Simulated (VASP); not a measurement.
# AlNi (P4/mmm) in VASP: notebook

The runs below take AlNi through single point, relaxation of cell and atoms, with PBEsol.

Everything below comes from runs of VASP 6.6.1. Logs are shortened: lines on timing, memory, paths and dates and some standing lists are left out, and cuts for length are marked.

### 1 The cell of the first run

Symmetry: P4/mmm, No. 123, tetragonal system. The conventional cell has a = 2.859 Å, b = 2.859 Å, c = 2.870 Å, α = 90.00°, β = 90.00°, γ = 90.00°. Al (site symmetry 4/mmm) has 8 Ni at 2.48 Å and 6 Al at 2.86 to 2.87 Å within 3.3 Å. Within 3.3 Å of Ni (site symmetry 4/mmm) lie 8 Al at 2.48 Å and 6 Ni at 2.86 to 2.87 Å.

### 2 Single point, PBEsol

Contents of INCAR:

```
ALGO = Normal
EDIFF = 1E-6
ENCUT = 520
GGA = PS
ISIF = 2
ISMEAR = 0
LASPH = True
LCHARG = False
LREAL = False
LWAVE = False
NBANDS = 14
NELM = 100
PREC = Accurate
SIGMA = 0.1
```

Contents of KPOINTS:

```
k-points
0
Gamma
  16 16 14
```

Contents of POSCAR:

```
AlNi
1.0
    2.0213067775     -2.0213067775      0.0000000000
    2.0213067775      2.0213067775      0.0000000000
    0.0000000000      0.0000000000      2.8696345404
Al Ni
1 1
Direct
    0.0000000000      0.0000000000      0.0000000000
    0.5000000000      0.5000000000      0.5000000000
```

Potentials or basis: VASP PAW PBE potentials, release 64 (Al, Ni).

The run is started by

```console
$ cat potpaw_PBE.64/Al/POTCAR potpaw_PBE.64/Ni/POTCAR > POTCAR
$ mpirun -np 1 vasp_std > vasp.out
```

OUTCAR:

```text
EDIFF = 1E-6
   ENCUT = 520
   GGA = PS
   ISIF = 2
   ISMEAR = 0
   LASPH = True
   LREAL = False
   NELM = 100
   PREC = Accurate

 ion  position               nearest neighbor table
   1  0.000  0.000  0.000-   2 2.48   2 2.48   2 2.48   2 2.48   2 2.48   2 2.48   2 2.48   2 2.48

   2  0.500  0.500  0.500-   1 2.48   1 2.48   1 2.48   1 2.48   1 2.48   1 2.48   1 2.48   1 2.48

  LATTYP: Found a simple tetragonal cell.
 ALAT       =     2.8585594585
 C/A-ratio  =     1.0038743577

  Lattice vectors:

 A1 = (   2.0213067775,  -2.0213067775,   0.0000000000)
 A2 = (   2.0213067775,   2.0213067775,   0.0000000000)
 A3 = (   0.0000000000,   0.0000000000,   2.8696345404)

Analysis of symmetry for initial positions (statically):
=====================================================================
 Subroutine PRICEL returns:
 Original cell was already a primitive cell.

 Routine SETGRP: Setting up the symmetry group for a
 simple tetragonal supercell.

 Subroutine GETGRP returns: Found 16 space group operations
 (whereof 16 operations were pure point group operations)
 out of a pool of 16 trial point group operations.

The static configuration has the point symmetry D_4h.

Analysis of symmetry for dynamics (positions and initial velocities):
=====================================================================
 Subroutine PRICEL returns:
 Original cell was already a primitive cell.

 Routine SETGRP: Setting up the symmetry group for a
 simple tetragonal supercell.

 Subroutine GETGRP returns: Found 16 space group operations
 (whereof 16 operations were pure point group operations)
 out of a pool of 16 trial point group operations.

The dynamic configuration has the point symmetry D_4h.

 Subroutine INISYM returns: Found 16 space group operations
 (whereof 16 operations are pure point group operations),
 and found     1 'primitive' translations

----------------------------------------------------------------------------------------

                                     Primitive cell

  volume of cell :      23.4488

  direct lattice vectors                    reciprocal lattice vectors
     2.021306777 -2.021306777  0.000000000     0.247364727 -0.247364727  0.000000000
     2.021306777  2.021306777  0.000000000     0.247364727  0.247364727  0.000000000
     0.000000000  0.000000000  2.869634540     0.000000000  0.000000000  0.348476430

  length of vectors
     2.858559458  2.858559458  2.869634540     0.349826552  0.349826552  0.348476430

  position of ions in fractional coordinates (direct lattice)
[... 91 lines left out ...]
   NUPDOWN=      -1.0000    fix difference up-down
   EMIN   =  10.00;   EMAX   =-10.00  energy-range for DOS
   EFERMI =   0.00;   METHOD = LEGACY
   ISMEAR =     0;   SIGMA  =   0.10  broadening in eV -4-tet -1-fermi 0-gaus
   EFERMI_NEDOS =   21; number of points for ismear=-14 and -15
   IALGO  =     38    algorithm
   IMIX   =      4    mixing-type and parameters
     AMIX     =   0.40;   BMIX     =  1.00
     AMIX_MAG =   1.60;   BMIX_MAG =  1.00
  volume/ion in A,a.u.               =      11.72        79.12
  Fermi-wavevector in a.u.,A,eV,Ry     =   1.344876  2.541447 24.608744  1.808692
  Thomas-Fermi vector in A             =   2.472834
   LORBIT       =      0    0 simple, 1 ext, 2 COOP (PROOUT), +10 PAW based schemes
   GGA     = PS    functional components
   LHFCALC =     F    Hartree Fock is set to
   AEXX    =    0.0000 exact exchange contribution
   IVDW    =     0    specifies the selected vdW correction
   LEPSILON=     F    determine dielectric tensor
   LRPA    =     F    only Hartree local field effects (RPA)
 non-spin polarized calculation
 Gauss-broadening in eV      SIGMA  =   0.10
  energy-cutoff  :      520.00
  volume of cell :       23.45
 maximum number of plane-waves:       653
 NGX is ok and might be reduce to    24
   NGX = 11   NGY = 11   NGZ = 11

 number of electron      13.0000011 magnetization

 Free energy of the ion-electron system (eV)
  ---------------------------------------------------
  ext. energy  EPLUGINS =         0.00000000
  ---------------------------------------------------
  free energy    TOTEN  =       -11.58886553 eV

  energy without entropy =      -11.58529477  energy(sigma->0) =      -11.58708015

 E-fermi :  10.1465     XC(G=0): -12.2614

 val. band max:       10.1294883010   @ k =   0.2500   0.0625   0.3571
 cond. band min:      10.1619751840   @ k =   0.4375   0.3125   0.5000
 fundamental gap:      0.0324868831
 Fermi energy:        10.1464666097

 k-point     1 :       0.0000    0.0000    0.0000
  band No.  band energies     occupation
      1      -1.1177      2.00000
      2       6.8271      2.00000
      3       6.8281      2.00000
      4       8.5740      2.00000
      5       8.5740      2.00000
      6       8.5831      2.00000
      7      15.6441      0.00000
      8      15.7841      0.00000
      9      15.7841      0.00000
     10      18.3512      0.00000
     11      18.3831      0.00000
     12      24.2405      0.00000
     13      31.2559      0.00000
     14      31.2754      0.00000
[... 377 lines left out ...]
      1       3.3660      2.00000
      2       3.5552      2.00000
      3       7.3823      2.00000
      4       7.7905      2.00000
      5       7.8644      2.00000
      6       8.5617      2.00000
      7       9.5046      2.00000
      8      17.2100      0.00000
      9      18.1775      0.00000
     10      20.6115      0.00000
     11      21.3099      0.00000
     12      21.5439      0.00000
     13      25.6613      0.00000
     14      26.4170      0.00000

 [... further k-points ...]

------------------------ aborting loop because EDIFF is reached ----------------------------------------

  FORCE on cell =-STRESS in cart. coord.  units (eV):
  Direction    XX          YY          ZZ          XY          YZ          ZX
  --------------------------------------------------------------------------------------
  -------------------------------------------------------------------------------------
  Total        0.0143455      0.0143455      0.0139668      0.0000000      0.0000000      0.0000000
  in kB        0.9801785      0.9801785      0.9543052      0.0000000      0.0000000      0.0000000
  external PRESSURE =       0.9715541 kB  Pullay stress =       0.0000000 kB

 VOLUME and BASIS-vectors are now :
 -----------------------------------------------------------------------------
  energy-cutoff  :      520.00
  volume of cell :       23.45
      direct lattice vectors                 reciprocal lattice vectors
     2.021306777 -2.021306777  0.000000000     0.247364727 -0.247364727  0.000000000
     2.021306777  2.021306777  0.000000000     0.247364727  0.247364727  0.000000000
     0.000000000  0.000000000  2.869634540     0.000000000  0.000000000  0.348476430

 POSITION                                       TOTAL-FORCE (eV/Angst)
 -----------------------------------------------------------------------------------
      0.00000      0.00000      0.00000         0.000000      0.000000      0.000000
      2.02131      0.00000      1.43482         0.000000      0.000000      0.000000
 -----------------------------------------------------------------------------------
    total drift:                                0.000000     -0.000000     -0.000000

  FREE ENERGIE OF THE ION-ELECTRON SYSTEM (eV)
  ---------------------------------------------------
  free  energy   TOTEN  =       -11.5888655346 eV

  energy  without entropy=      -11.5852947747  energy(sigma->0) =      -11.58708015
```

It took 69 s on 1 thread of Intel Xeon Platinum 8259CL at 2.50GHz (Skylake/Cascade Lake), shared host; peak memory 0.24 GiB.

What came out:

- Free energy: -11.5889 eV
- Pressure: 0.1 GPa
- Band gap on the k mesh: zero (an odd number of electrons rules out a gap without spin polarisation)

Caveat: the PAW data sets were made with another functional, which shifts forces and pressure a little.

### 3 Relaxation of cell and atoms, PBEsol

This run uses another cell than the first one, of 12.11 Å³/atom.

Contents of INCAR:

```
SYSTEM = AlNi
PREC = Accurate ; ENCUT = 600
EDIFF = 1E-6 ; ISMEAR = 0
SIGMA = 0.1 ; LREAL = .FALSE.
LASPH = .TRUE. ; NELM = 100
ALGO = Fast ; ISIF = 3
LWAVE = .FALSE. ; LCHARG = .FALSE.
GGA = PS ; IBRION = 2
NSW = 70 ; EDIFFG = -0.005
```

Contents of KPOINTS:

```
regular mesh
0
G
  16 16 14
  0 0 0
```

Contents of POSCAR:

```
AlNi
1.0
    2.0428069415     -2.0428126720      0.0000000000
    2.0428069415      2.0428126720      0.0000000000
    0.0000000000      0.0000000000      2.9011416492
Al Ni
1 1
Direct
    0.0000000000      0.0000000000      0.0000000000
    0.5000000000      0.5000000000      0.5000000000
```

Potentials or basis: VASP PAW PBE potentials, release 64 (Al, Ni).

The run is started by

```console
$ cat potpaw_PBE.64/Al/POTCAR potpaw_PBE.64/Ni/POTCAR > POTCAR
$ mpirun -np 1 vasp_std > vasp.out
```

Wall time 3.9 min (1 thread of Intel Xeon Platinum 8259CL at 2.50GHz (Skylake/Cascade Lake), shared host); peak memory 0.25 GiB.

Results (log left out):

| Quantity | Value |
| --- | --- |
| Free energy | -11.5890 eV |
| Relaxed volume | 11.74 Å³/atom |
| Relaxed cell | a = 2.859 Å, b = 2.859 Å, c = 2.871 Å, α = 90.00°, β = 90.00°, γ = 90.00° |
| Space group after relaxing (to 0.1 Å) | Pm-3m (No. 221) |
| Energy gained by relaxing | 6.2 meV/atom |
| Ionic steps | 5 |
| Pressure after relaxing | 0.0 GPa |
| Band gap on the k mesh | zero (an odd number of electrons rules out a gap without spin polarisation) |

The path:
```
step  energy change (eV)  largest force (eV/Å)  pressure (GPa)  volume (Å³)
   1              0.0000                0.0000           -5.05        24.21
   2             -0.0048                0.0000            4.60        22.90
   3             -0.0123                0.0000            0.18        23.46
   4             -0.0123                0.0000           -0.31        23.48
   5             -0.0123                0.0000            0.01        23.48
```

Final structure:
```xyz
2
Lattice="2.0219 -2.0219 0.0000 2.0219 2.0219 0.0000 0.0000 0.0000 2.8711" Properties=species:S:1:pos:R:3 pbc="T T T"
Al    0.0000    0.0000    0.0000
Ni    2.0219    0.0000    1.4356
```

Levels at points of the mesh, in eV from the Fermi level:
```
           k point  band 4  band 5  band 6  band 7  band 8  band 9  band 10
(0.00, 0.00, 0.00)   -1.57   -1.57   -1.56    5.49    5.64    5.64     8.20
(0.50, 0.00, 0.00)   -2.30   -2.28   -1.48   -0.63    8.33   10.01    10.14
(0.50, 0.50, 0.00)   -2.90   -2.13   -2.13   -1.02    1.53    2.62    12.44
(0.00, 0.00, 0.50)   -2.28   -2.28   -1.47   -0.66    8.33   10.13    10.13
(0.50, 0.00, 0.50)   -2.92   -2.11   -2.11   -1.03    1.49    2.59    12.54
(0.50, 0.50, 0.50)   -1.00   -0.99    1.97    1.98    1.98    3.90     4.55
```

Caveat: the PAW data sets were made with another functional, which shifts forces and pressure a little. Spin polarisation is off, so any magnetic state and its effect on volume and gap are missing.
